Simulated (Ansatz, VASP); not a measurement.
Two plane-wave programs on KF

File INCAR:

```
SYSTEM = KF
  PREC = Accurate
  ENCUT = 520
  EDIFF = 1E-8
  ISMEAR = -1
  SIGMA = 0.05
  LREAL = .False.
  LASPH = .True.
  NELM = 120
  ALGO = Normal
  ISIF = 2
  LWAVE = .False.
  LCHARG = .False.
  GGA = PE
  LEFG = .True.
  NBANDS = 15
  GGA_COMPAT = .False.
```

File KPOINTS:

```
Automatic mesh
0
Gamma
  11 11 11
  0 0 0
```

Contents of POSCAR:

```
KF
1.0
    0.0000000000      2.9548362917      2.9548362917
    2.9548362917      0.0000000000      2.9548362917
    2.9548362917      2.9548362917      0.0000000000
K F
1 1
Direct
    0.0000000000      0.0000000000      0.0000000000
    0.2500000000      0.2500000000      0.2500000000
```

Input for Ansatz:

```yaml
crystal:
  lattice:
    - [0.0, 2.9548362917, 2.9548362917]
    - [2.9548362917, 0.0, 2.9548362917]
    - [2.9548362917, 2.9548362917, 0.0]
  atoms:
    - { symbol: K, position: [0.0, 0.0, 0.0] }
    - { symbol: F, position: [0.25, 0.25, 0.25] }
kpoints:
  mp_grid: { grid: [11, 11, 11] }
scf:
  occupations: { method: fermi_dirac, width: 0.05 }
hamiltonian:
  xc: pbe
  pseudopotentials: { kind: paw }
output:
  forces: true
  stress: true
  eigenvalues: true
  efg: { contact_densities: true }
```

Change from the starting cell: volume scaled by 0.98, PAW files.

Alike in both runs: task electric field gradients; functional PBE; k mesh 11 × 11 × 11; occupations fermi-dirac, width 0.05 eV; no spin polarisation.

```csv
,VASP,Ansatz
version,VASP 6.6.1,Ansatz 0.2.0
potentials or method,"VASP PAW PBE potentials, release 64 (K_sv, F)","PAW with Ansatz's default frozen-core files, scalar-relativistic"
plane-wave cutoff (eV),520,420
valence electrons in the cell,16,16
```

```tsv
	VASP	Ansatz	Ansatz less VASP
gap on the k mesh at the Fermi level (eV)	5.11	5.12	+0.010
pressure (GPa)	0.5	0.4	-0.03
```

With one functional, cell and mesh, what is left measures potentials, basis and numerics.
